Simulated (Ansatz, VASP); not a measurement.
V: VASP beside Ansatz

```
V
1.0
    -1.50419    1.50419    1.50419
     1.50419   -1.50419    1.50419
     1.50419    1.50419   -1.50419
V
1
Direct
  0.00000 0.00000 0.00000
```

Alike in both runs: task single point; functional PBEsol; dispersion D4; k mesh 12 × 12 × 12; occupations fermi-dirac, width 0.05 eV; collinear spin.

```csv
,VASP,Ansatz
version,VASP 6.6.1,Ansatz 0.2.0
potentials or method,"VASP PAW PBE potentials, release 64 (V_sv)",Ansatz PAW
plane-wave cutoff (eV),520,420
valence electrons in the cell,13,13
```

|  | VASP | Ansatz | Ansatz less VASP |
| --- | --- | --- | --- |
| gap on the k mesh at the Fermi level (eV) | none | none | - |
| pressure (GPa) | -10.8 | -11.0 | -0.20 |
| net moment per atom (μB) | 0.01 | 0.00 | -0.011 |

VASP's potentials were made for PBE, not for PBEsol. A gap of «none» marks a metal or a gap that the smearing closes.
